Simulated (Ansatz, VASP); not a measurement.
**Eu3AlGa in VASP and in Ansatz**

INCAR

```
SYSTEM = Eu3AlGa
ALGO     = Normal         ! electronic algorithm
EDIFF    = 1E-6           ! SCF threshold, eV
ENCUT    = 520            ! plane-wave cutoff, eV
GGA      = PE             ! functional
ISIF     = 2              ! what is computed and relaxed
ISMEAR   = 0              ! smearing method
ISPIN    = 2              ! spin polarisation
LASPH    = .True.         ! aspherical terms in the spheres
LCHARG   = .False.        ! write CHGCAR
LMAXMIX  = 6              ! l up to which the mixer works
LORBIT   = 11             ! projections on sites
LREAL    = .False.        ! projectors in reciprocal space
LWAVE    = .False.        ! write WAVECAR
MAGMOM   = 7 7 7 0 0      ! initial moments
NBANDS   = 46             ! bands
NELM     = 150            ! most SCF steps
PREC     = Accurate       ! precision mode
SIGMA    = 0.1            ! smearing width, eV
```

KPOINTS

```
k-points
0
Gamma
  4 4 4
  0 0 0
```

The input POSCAR:

```
Eu3AlGa
1.0
    5.0608941300      0.0000000000      0.0000000000
    0.0000000000      5.0608941300      0.0000000000
    0.0000000000      0.0000000000      5.0608941300
Eu Al Ga
3 1 1
Direct
    0.0000000000      0.5000000000      0.5000000000
    0.5000000000      0.0000000000      0.5000000000
    0.5000000000      0.5000000000      0.0000000000
    0.0000000000      0.0000000000      0.0000000000
    0.5000000000      0.5000000000      0.5000000000
```

Input for Ansatz:

```yaml
crystal:
  lattice:
    - [5.06089413, 0.0, 0.0]
    - [0.0, 5.06089413, 0.0]
    - [0.0, 0.0, 5.06089413]
  atoms:
    - { symbol: Eu, position: [0.0, 0.5, 0.5], spin: 7.0 }
    - { symbol: Eu, position: [0.5, 0.0, 0.5], spin: 7.0 }
    - { symbol: Eu, position: [0.5, 0.5, 0.0], spin: 7.0 }
    - { symbol: Al, position: [0.0, 0.0, 0.0] }
    - { symbol: Ga, position: [0.5, 0.5, 0.5] }
basis:
  ecutwfc: 420
kpoints:
  mp_grid: { grid: [4, 4, 4] }
hamiltonian:
  xc: pbe
scf:
  occupations: { method: gaussian, width: 0.1 }
  lower_state_search: "off"
output:
  forces: true
  stress: true
  eigenvalues: true
  populations: true
magnetization:
  spin_polarized: true
```

Change from the starting cell: species swapped into the Ce3AlC type (Pm-3m, No. 221).

Alike in both runs: task single point; functional PBE; k mesh 4 × 4 × 4; occupations gaussian, width 0.1 eV; collinear spin.

|  | VASP | Ansatz |
| --- | --- | --- |
| version | VASP 6.6.1 | Ansatz 0.2.0 |
| potentials or method | VASP PAW PBE potentials, release 64 (Eu, Al, Ga_d), cutoff 520 eV | scalar-relativistic, plane waves, PAW |
| valence electrons in the cell | 67 | 67 |

Ansatz gave:

| Property | Result |
| --- | --- |
| gap on the k mesh at the Fermi level (eV) | none |
| pressure (GPa) | 17.9 |
| net moment per atom (μB) | 4.56 |
| size of the moment on the site where the two differ most (μB) | 0.26 |

Estimate VASP's values.

gap on the k mesh at the Fermi level (eV): none; pressure (GPa): 17.9; net moment per atom (μB): 4.55; size of the moment on the site where the two differ most (μB): 0.04.

Site moments also hang on the region over which each program counts them. A gap of «none» marks a metal or a gap that the smearing closes.

Spin-orbit coupling is off throughout. Noted on VASP's run: too few bands were computed for a metal, which touches its energy and stress.
